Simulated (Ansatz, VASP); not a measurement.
**Two plane-wave programs on TiO2**

The input INCAR:

```
PREC = Accurate ; ENCUT = 520
EDIFF = 1E-6 ; ISMEAR = 0
SIGMA = 0.05 ; LREAL = False
LASPH = True ; NELM = 60
ALGO = Normal ; ISIF = 2
LWAVE = False ; LCHARG = False
GGA = PE ; NBANDS = 33
```

File KPOINTS:

```
regular mesh
0
Gamma
  8 8 10
```

POSCAR

```
TiO2
1.0
    4.6760475567      0.0000000000      0.0000000000
    0.0000000000      4.6760475567      0.0000000000
    0.0000000000      0.0000000000      3.2344220950
Ti O
2 4
Direct
    0.0000000000      0.0000000000      0.0000000000
    0.5000000000      0.5000000000      0.5000000000
    0.3050970583      0.3050970583      0.0000000000
    0.1949029417      0.8050970583      0.5000000000
    0.6949029417      0.6949029417      0.0000000000
    0.8050970583      0.1949029417      0.5000000000
```

Input for Ansatz:

```yaml
crystal:
  lattice:
    - [4.6760475567, 0.0, 0.0]
    - [0.0, 4.6760475567, 0.0]
    - [0.0, 0.0, 3.234422095]
  atoms:
    - { symbol: Ti, position: [0.0, 0.0, 0.0] }
    - { symbol: Ti, position: [0.5, 0.5, 0.5] }
    - { symbol: O, position: [0.3050970583, 0.3050970583, 0.0] }
    - { symbol: O, position: [0.1949029417, 0.8050970583, 0.5] }
    - { symbol: O, position: [0.6949029417, 0.6949029417, 0.0] }
    - { symbol: O, position: [0.8050970583, 0.1949029417, 0.5] }
basis:
  ecutwfc: 520.0
kpoints:
  mp_grid: { grid: [8, 8, 10] }
hamiltonian:
  xc: pbe
  pseudopotentials: { kind: paw, azcp: { folder: soft_1 } }
scf:
  occupations: { method: gaussian, width: 0.05 }
output:
  forces: true
  stress: true
  eigenvalues: true
```

Alike in both runs: task single point; functional PBE; k mesh 8 × 8 × 10; occupations gaussian, width 0.05 eV; no spin polarisation.

```csv
,VASP,Ansatz
version,VASP 6.6.1,Ansatz 0.2.0
potentials or method,"VASP PAW PBE potentials, release 64 (Ti_sv, O), cutoff 520 eV","scalar-relativistic, plane waves, PAW"
valence electrons in the cell,48,48
```

|  | VASP | Ansatz | Ansatz less VASP |
| --- | --- | --- | --- |
| gap on the k mesh at the Fermi level (eV) | 1.50 | 1.53 | +0.027 |
| least direct gap on the mesh (eV) | 1.50 | 1.53 | +0.027 |
| pressure (GPa) | -19.7 | -20.2 | -0.52 |
| traceless stress, the component that is largest in VASP (GPa) | -12.38 | -12.48 | -0.101 |
| rms of the force components (eV/Å) | 0.051 | 0.051 | -0.0004 |

Atom by atom the forces differ by 0.000 eV/Å (rms over components). The functional is the same, so the differences come from potentials, cutoffs and numerics.
